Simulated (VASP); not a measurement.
A run of VASP 6.6.1 is set up as follows.

INCAR

```
SYSTEM = Zr
ALGO     = Normal         ! electronic algorithm
EDIFF    = 1E-6           ! SCF threshold, eV
EDIFFG   = -0.01          ! ionic threshold
ENCUT    = 600            ! plane-wave cutoff, eV
GGA      = PE             ! functional
IBRION   = 2              ! ionic algorithm
ISIF     = 3              ! what is computed and relaxed
ISMEAR   = -1             ! smearing method
LASPH    = .TRUE.         ! aspherical terms in the spheres
LCHARG   = .FALSE.        ! write CHGCAR
LREAL    = .FALSE.        ! projectors in reciprocal space
LWAVE    = .FALSE.        ! write WAVECAR
NELM     = 100            ! most SCF steps
NSW      = 80             ! ionic steps
PREC     = Accurate       ! precision mode
SIGMA    = 0.05           ! smearing width, eV
```

Contents of KPOINTS:

```
k-points
0
G
  9 9 5
  0 0 0
```

Contents of POSCAR:

```
Zr
1.0
    3.2320000000      0.0000000000      0.0000000000
   -1.6160000000      2.7989941050      0.0000000000
    0.0000000000      0.0000000000      5.1470000000
Zr
2
Direct
    0.6666666667      0.3333333333      0.7500000000
    0.3333333333      0.6666666667      0.2500000000
```

Potentials or basis: VASP PAW PBE potentials, release 64 (Zr_sv).

Launch:

```sh
$ cat potpaw_PBE.64/Zr_sv/POTCAR > POTCAR
$ mpirun -np 1 vasp_std > vasp.out
```

(1) Predict the band gap on the k mesh.

(2) What does it give for the relaxed cell?

(3) Predict the space group after relaxing (to 0.05 Å).

Results:

(1) zero (band 12 reaches 9.81 eV, above the bottom of band 13 at 8.67 eV).

(2) a = 3.229 Å, b = 3.229 Å, c = 5.181 Å, α = 90.00°, β = 90.00°, γ = 120.00°.

(3) P6_3/mmc (No. 194).
